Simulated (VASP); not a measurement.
Write the native input for VASP 6.6.1 that does the following.

| Property | Result |
| --- | --- |
| Task | relaxation of cell and atoms |
| Functional | LDA |
| Potentials or basis | VASP PAW LDA potentials, release 64 (Zr_sv) |
| Cutoff | 600 eV |
| k mesh | 12 × 12 × 8 |
| Occupations | gaussian, width 0.1 eV |
| Spin | no spin polarisation |
| Dipole correction | no |
| Further INCAR settings | ALGO = Fast; EDIFF = 1e-07; IBRION = 2; EDIFFG = -0.002; NSW = 100; ISIF = 3 |

The structure of Zr lies in POSCAR:

```
Zr
1.0
    3.2392314100      0.0000000000      0.0000000000
   -1.6196157100      2.8052566900      0.0000000000
    0.0000000000      0.0000000000      5.1722200000
Zr
2
Direct
    0.3333333300      0.6666666700      0.2500000000
    0.6666666700      0.3333333300      0.7500000000
```

The input as run:

INCAR

```
  PREC = Accurate
  ENCUT = 600
  EDIFF = 1E-7
  ISMEAR = 0
  SIGMA = 0.1
  LREAL = False
  LASPH = True
  NELM = 60
  ALGO = Fast
  ISIF = 3
  LWAVE = False
  LCHARG = False
  IBRION = 2
  NSW = 100
  EDIFFG = -0.002
```

KPOINTS

```
Automatic mesh
0
Gamma
  12 12 8
```

Potentials or basis: VASP PAW LDA potentials, release 64 (Zr_sv).

Launch:

```sh
$ cat potpaw_LDA.64/Zr_sv/POTCAR > POTCAR
$ mpirun -np 1 vasp_std > vasp.out
```

It gave:

* Relaxed volume: 21.82 Å³/atom
* Relaxed cell: a = 3.154 Å, b = 3.154 Å, c = 5.066 Å, α = 90.00°, β = 90.00°, γ = 120.00°
* Space group after relaxing (to 0.1 Å): P6_3/mmc (No. 194)
* Energy gained by relaxing: 37.5 meV/atom
* Ionic steps: 9
* Pressure after relaxing: 0.0 GPa
* Band gap on the k mesh: zero (bands 12 and 13 overlap by 1.22 eV)

It took 7.2 min on 1 thread of AMD EPYC 9R45 96-Core Processor (Zen 5), on a shared host, peak memory 0.19 GiB.
